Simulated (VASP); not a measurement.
# Os (Pm-3m) in VASP: a series of runs

Os is run at these levels: LDA; tasks: single point, relaxation of cell and atoms.

Everything below comes from runs of VASP 6.6.1. Logs are shortened: lines on timing, memory, paths and dates and some standing lists are left out, and cuts for length are marked.

## Step 1: The cell of the first run

The structure is cubic, space group Pm-3m (No. 221). The conventional cell has a = 2.517 Å, b = 2.517 Å, c = 2.517 Å, α = 90.00°, β = 90.00°, γ = 90.00°. Os (site symmetry m-3m) has 6 Os at 2.52 Å within 3.3 Å.

## Step 2: Single point, LDA

INCAR reads:

```
PREC = Accurate
ENCUT = 520
EDIFF = 1E-6
ISMEAR = -1
SIGMA = 0.1
LREAL = F
LASPH = T
NELM = 60
ALGO = Normal
ISIF = 2
LWAVE = F
LCHARG = F
NBANDS = 10
```

KPOINTS reads:

```
regular mesh
0
Gamma
  14 14 14
```

POSCAR reads:

```
Os
1.0
    2.5170771292      0.0000000000      0.0000000000
    0.0000000000      2.5170771292      0.0000000000
    0.0000000000      0.0000000000      2.5170771292
Os
1
Direct
    0.0000000000      0.0000000000      0.0000000000
```

Potentials or basis: VASP PAW LDA potentials, release 64 (Os).

Run with:

```
$ cat potpaw_LDA.64/Os/POTCAR > POTCAR
$ mpirun -np 1 vasp_std > vasp.out
```

OUTCAR:

```text
PREC = Accurate
   ENCUT = 520
   EDIFF = 1E-6
   ISMEAR = -1
   LREAL = F
   LASPH = T
   NELM = 60
   ISIF = 2

 ion  position               nearest neighbor table
   1  0.000  0.000  0.000-

  LATTYP: Found a simple cubic cell.
 ALAT       =     2.5170771292

  Lattice vectors:

 A1 = (   2.5170771292,   0.0000000000,   0.0000000000)
 A2 = (   0.0000000000,   2.5170771292,   0.0000000000)
 A3 = (   0.0000000000,   0.0000000000,   2.5170771292)

Analysis of symmetry for initial positions (statically):
=====================================================================
 Subroutine PRICEL returns:
 Original cell was already a primitive cell.

 Routine SETGRP: Setting up the symmetry group for a
 simple cubic supercell.

 Subroutine GETGRP returns: Found 48 space group operations
 (whereof 48 operations were pure point group operations)
 out of a pool of 48 trial point group operations.

The static configuration has the point symmetry O_h .

Analysis of symmetry for dynamics (positions and initial velocities):
=====================================================================
 Subroutine PRICEL returns:
 Original cell was already a primitive cell.

 Routine SETGRP: Setting up the symmetry group for a
 simple cubic supercell.

 Subroutine GETGRP returns: Found 48 space group operations
 (whereof 48 operations were pure point group operations)
 out of a pool of 48 trial point group operations.

The dynamic configuration has the point symmetry O_h .

 Subroutine INISYM returns: Found 48 space group operations
 (whereof 48 operations are pure point group operations),
 and found     1 'primitive' translations

----------------------------------------------------------------------------------------

                                     Primitive cell

  volume of cell :      15.9474

  direct lattice vectors                    reciprocal lattice vectors
     2.517077129  0.000000000  0.000000000     0.397286197  0.000000000  0.000000000
     0.000000000  2.517077129  0.000000000     0.000000000  0.397286197  0.000000000
     0.000000000  0.000000000  2.517077129     0.000000000  0.000000000  0.397286197

  length of vectors
     2.517077129  2.517077129  2.517077129     0.397286197  0.397286197  0.397286197

  position of ions in fractional coordinates (direct lattice)
     0.000000000  0.000000000  0.000000000

  ion indices of the primitive-cell ions
   primitive index   ion index
                 1           1

----------------------------------------------------------------------------------------

 KPOINTS: regular mesh

Automatic generation of k-mesh.
 Grid dimensions read from file:
 generate k-points for:   14   14   14

 Generating k-lattice:

  Cartesian coordinates                     Fractional coordinates (reciprocal lattice)
     0.028377585  0.000000000  0.000000000     0.071428571  0.000000000  0.000000000
     0.000000000  0.028377585  0.000000000     0.000000000  0.071428571  0.000000000
     0.000000000  0.000000000  0.028377585     0.000000000  0.000000000  0.071428571

  Length of vectors
     0.028377585  0.028377585  0.028377585

  Shift w.r.t. Gamma in fractional coordinates (k-lattice)
     0.000000000  0.000000000  0.000000000

 Subroutine IBZKPT returns following result:
 ===========================================

 Found    120 irreducible k-points:

 Following reciprocal coordinates:
            Coordinates               Weight
  0.000000  0.000000  0.000000      1.000000
  0.071429  0.000000  0.000000      6.000000
  0.142857  0.000000  0.000000      6.000000
  0.214286  0.000000  0.000000      6.000000
  0.285714  0.000000  0.000000      6.000000
  0.357143  0.000000  0.000000      6.000000
[... 16 lines left out ...]
  0.285714  0.214286  0.000000     24.000000
  0.357143  0.214286  0.000000     24.000000
 [... further k-points ...]
   k-points           NKPTS =    120   k-points in BZ     NKDIM =    120   number of bands    NBANDS=     10
   number of dos      NEDOS =    301   number of ions     NIONS =      1
   total plane-waves  NPLWV =   8000
   dimension x,y,z NGX =    20 NGY =   20 NGZ =   20
   dimension x,y,z NGXF=    40 NGYF=   40 NGZF=   40
   ions per type =               1
   NGX,Y,Z   is equivalent  to a cutoff of  13.21, 13.21, 13.21 a.u.
   NGXF,Y,Z  is equivalent  to a cutoff of  26.42, 26.42, 26.42 a.u.
 SYSTEM =  unknown system
   PREC   = accura    normal or accurate (medium, high low for compatibility)
   ISTART =      0    job   : 0-new  1-cont  2-samecut
   ICHARG =      2    charge: 1-file 2-atom 10-const
   ISPIN  =      1    spin polarized calculation?
   LNONCOLLINEAR =      F non collinear calculations
   LSORBIT =      F    spin-orbit coupling
   LASPH  =      T    aspherical Exc in radial PAW
   ENCUT  =  520.0 eV  38.22 Ry    6.18 a.u.   4.68  4.68  4.68*2*pi/ulx,y,z
   NELM   =     60;   NELMIN=  2; NELMDL= -5     # of ELM steps
   EDIFF  = 0.1E-05   stopping-criterion for ELM
   LREAL  =      F    real-space projection
   EDIFFG = 0.1E-04   stopping-criterion for IOM
   NSW    =      0    number of steps for IOM
   IBRION =     -1    ionic relax: 0-MD 1-quasi-New 2-CG
   NFREE  =      0    steps in history (QN), initial steepest desc. (CG)
   ISIF   =      2    stress and relaxation
   ISYM   =      2    0-nonsym 1-usesym 2-fastsym
   POTIM  = 0.5000    time-step for ionic-motion
   TEBEG  =    0.0;   TEEND  =   0.0 temperature during run
   PSTRESS=    0.0 pullay stress
   NELECT =       8.0000    total number of electrons
   NUPDOWN=      -1.0000    fix difference up-down
   EMIN   =  10.00;   EMAX   =-10.00  energy-range for DOS
   EFERMI =   0.00;   METHOD = LEGACY
   ISMEAR =    -1;   SIGMA  =   0.10  broadening in eV -4-tet -1-fermi 0-gaus
   EFERMI_NEDOS =   21; number of points for ismear=-14 and -15
   IALGO  =     38    algorithm
   IMIX   =      4    mixing-type and parameters
     AMIX     =   0.40;   BMIX     =  1.00
     AMIX_MAG =   1.60;   BMIX_MAG =  1.00
  volume/ion in A,a.u.               =      15.95       107.62
  Fermi-wavevector in a.u.,A,eV,Ry     =   1.300793  2.458143 23.021919  1.692063
  Thomas-Fermi vector in A             =   2.431969
   LORBIT       =      0    0 simple, 1 ext, 2 COOP (PROOUT), +10 PAW based schemes
   GGA     = CA    functional components
   LHFCALC =     F    Hartree Fock is set to
   AEXX    =    0.0000 exact exchange contribution
   IVDW    =     0    specifies the selected vdW correction
   LEPSILON=     F    determine dielectric tensor
   LRPA    =     F    only Hartree local field effects (RPA)
 non-spin polarized calculation
  energy-cutoff  :      520.00
  volume of cell :       15.95
 maximum number of plane-waves:       449
 NGX is ok and might be reduce to    20
   NGX =  9   NGY =  9   NGZ =  9

 number of electron       8.0000000 magnetization

 Free energy of the ion-electron system (eV)
  ---------------------------------------------------
  ext. energy  EPLUGINS =         0.00000000
  ---------------------------------------------------
  free energy    TOTEN  =       -11.08412077 eV

  energy without entropy =      -11.03325374  energy(sigma->0) =      -11.05868726

 E-fermi :   7.6871     XC(G=0): -13.2859

 val. band max:        7.6741430376   @ k =   0.3571   0.0714   0.0714
 cond. band min:       7.6912514407   @ k =   0.2857   0.0714   0.0714
 fundamental gap:      0.0171084030
 Fermi energy:         7.6871168354

 k-point     1 :       0.0000    0.0000    0.0000
  band No.  band energies     occupation
      1      -2.0817      2.00000
      2       1.3860      2.00000
      3       1.3860      2.00000
      4      10.1313      0.00000
      5      10.1313      0.00000
      6      10.1313      0.00000
      7      23.5384      0.00000
      8      23.5384      0.00000
      9      23.5384      0.00000
     10      29.9136      0.00000

 k-point     2 :       0.0714    0.0000    0.0000
  band No.  band energies     occupation
      1      -1.9081      2.00000
      2       1.4260      2.00000
      3       1.5692      2.00000
      4       9.8969      0.00000
      5       9.8969      0.00000
      6      10.1486      0.00000
      7      22.5309      0.00000
      8      23.8900      0.00000
      9      23.8900      0.00000
     10      30.6225      0.00000

 k-point     3 :       0.1429    0.0000    0.0000
  band No.  band energies     occupation
      1      -1.4353      2.00000
      2       1.5400      2.00000
      3       2.1272      2.00000
      4       9.2923      0.00000
      5       9.2923      0.00000
      6      10.1978      0.00000
      7      20.5668      0.00000
      8      24.8329      0.00000
      9      24.8329      0.00000
     10      29.4157      0.00000

 k-point     4 :       0.2143    0.0000    0.0000
  band No.  band energies     occupation
      1      -0.7834      2.00000
      2       1.7100      2.00000
      3       3.0523      2.00000
      4       8.5217      0.00047
      5       8.5217      0.00047
      6      10.2696      0.00000
      7      18.5872      0.00000
      8      26.1267      0.00000
      9      26.1267      0.00000
     10      27.4256      0.00000
[... 222 lines left out ...]
 k-point    22 :       0.2143    0.2143    0.0000
  band No.  band energies     occupation
      1       0.4470      2.00000
      2       2.7370      2.00000
      3       3.9104      2.00000
      4       6.9169      1.99910
      5       8.5550      0.00034
      6       8.9119      0.00001
      7      20.3961      0.00000
      8      20.8956      0.00000
      9      27.8770      0.00000
     10      28.8886      0.00000

 k-point    23 :       0.2857    0.2143    0.0000
  band No.  band energies     occupation
      1       1.0244      2.00000
      2       2.9818      2.00000
      3       4.6514      2.00000
      4       6.7727      1.99979
      5       7.9704      0.11117
      6       8.8866      0.00001
      7      18.6444      0.00000
      8      21.8092      0.00000
      9      27.1605      0.00000
     10      30.3770      0.00000

 k-point    24 :       0.3571    0.2143    0.0000
  band No.  band energies     occupation
      1       1.5397      2.00000
      2       3.0458      2.00000
      3       4.6873      2.00000
      4       7.3944      1.89835
      5       7.8738      0.26779
      6       8.9768      0.00001
      7      17.0133      0.00000
      8      22.9228      0.00000
      9      26.3172      0.00000
     10      31.1798      0.00000

 [... further k-points ...]
[... 5 lines left out ...]
  --------------------------------------------------------------------------------------
  -------------------------------------------------------------------------------------
  Total        0.0530408      0.0530408      0.0530408     -0.0000000      0.0000000     -0.0000000
  in kB        5.3288213      5.3288213      5.3288213     -0.0000000      0.0000000     -0.0000000
  external PRESSURE =       5.3288213 kB  Pullay stress =       0.0000000 kB

 VOLUME and BASIS-vectors are now :
 -----------------------------------------------------------------------------
  energy-cutoff  :      520.00
  volume of cell :       15.95
      direct lattice vectors                 reciprocal lattice vectors
     2.517077129  0.000000000  0.000000000     0.397286197  0.000000000  0.000000000
     0.000000000  2.517077129  0.000000000     0.000000000  0.397286197  0.000000000
     0.000000000  0.000000000  2.517077129     0.000000000  0.000000000  0.397286197

 POSITION                                       TOTAL-FORCE (eV/Angst)
 -----------------------------------------------------------------------------------
      0.00000      0.00000      0.00000         0.000000      0.000000      0.000000
 -----------------------------------------------------------------------------------
    total drift:                                0.000000      0.000000      0.000000

  FREE ENERGIE OF THE ION-ELECTRON SYSTEM (eV)
  ---------------------------------------------------
  free  energy   TOTEN  =       -11.0841207714 eV

  energy  without entropy=      -11.0332537428  energy(sigma->0) =      -11.05868726
```

It took 5.1 s on 1 thread of Intel Xeon 6975P-C (Granite Rapids), shared host; peak memory 0.13 GiB.

What came out:

```
Free energy            : -11.0841 eV
Pressure               : 0.5 GPa
Band gap on the k mesh : zero (band 4 reaches 12.97 eV, above the bottom of band 5 at 6.63 eV)
```

Caveat: spin-orbit coupling is left out, which moves the levels of the heavy elements.

[end of part 1 of 3]
